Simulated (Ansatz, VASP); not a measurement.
## MgF2 in VASP and in Ansatz

File INCAR:

```
SYSTEM = MgF2
PREC = Accurate
ENCUT = 600
EDIFF = 1E-7
ISMEAR = 0
SIGMA = 0.02
LREAL = .FALSE.
LASPH = .TRUE.
NELM = 120
ALGO = Normal
ISIF = 3
LWAVE = .FALSE.
LCHARG = .FALSE.
GGA = PE
IBRION = 2
NSW = 100
EDIFFG = -0.005
GGA_COMPAT = .FALSE.
NELMIN = 4
```

The input KPOINTS:

```
regular mesh
0
G
  6 6 8
  0 0 0
```

Contents of POSCAR:

```
MgF2
1.0
    4.6213000000      0.0000000000      0.0000000000
    0.0000000000      4.6213000000      0.0000000000
    0.0000000000      0.0000000000      3.0159000000
Mg F
2 4
Direct
    0.0000000000      0.0000000000      0.0000000000
    0.5000000000      0.5000000000      0.5000000000
    0.3028000000      0.3028000000      0.0000000000
    0.1972000000      0.8028000000      0.5000000000
    0.6972000000      0.6972000000      0.0000000000
    0.8028000000      0.1972000000      0.5000000000
```

Input for Ansatz:

```yaml
crystal:
  lattice:
    - [4.6213, 0.0, 0.0]
    - [0.0, 4.6213, 0.0]
    - [0.0, 0.0, 3.0159]
  atoms:
    - { symbol: Mg, position: [0.0, 0.0, 0.0] }
    - { symbol: Mg, position: [0.5, 0.5, 0.5] }
    - { symbol: F, position: [0.3028, 0.3028, 0.0] }
    - { symbol: F, position: [0.1972, 0.8028, 0.5] }
    - { symbol: F, position: [0.6972, 0.6972, 0.0] }
    - { symbol: F, position: [0.8028, 0.1972, 0.5] }
basis:
  ecutwfc: 420
kpoints:
  mp_grid: { grid: [6, 6, 8] }
hamiltonian:
  xc: pbe
scf:
  occupations: { method: gaussian, width: 0.02 }
output:
  forces: true
  stress: true
  eigenvalues: true
  write_density: true
  write_potential: true
  elf: true
  volumetric_format: npy
relax:
  adjacent_minimum: "off"
  f_tol: 0.005
  max_steps: 80
  cell: { stress_tol: 0.05 }
```

Alike in both runs: task relaxation of cell and atoms; functional PBE; k mesh 6 × 6 × 8; occupations gaussian, width 0.02 eV; no spin polarisation.

```csv
,VASP,Ansatz
version,VASP 6.6.1,Ansatz 0.2.0
potentials or method,"VASP PAW PBE potentials, release 64 (Mg, F), cutoff 600 eV","scalar-relativistic, plane waves, PAW"
valence electrons in the cell,32,48
```

|  | VASP | Ansatz | Ansatz less VASP |
| --- | --- | --- | --- |
| gap on the k mesh at the Fermi level, each at its own relaxed structure (eV) | 6.86 | 6.84 | -0.023 |
| relaxed volume (Å³/atom) | 11.27 | 11.38 | +0.105 |
| relaxed cell length with the largest relative difference (Å) | 3.082 | 3.093 | +0.0106 |

VASP's potentials hold 32 valence electrons a cell and Ansatz's 48, so a difference there can come from the potentials and not from the codes.
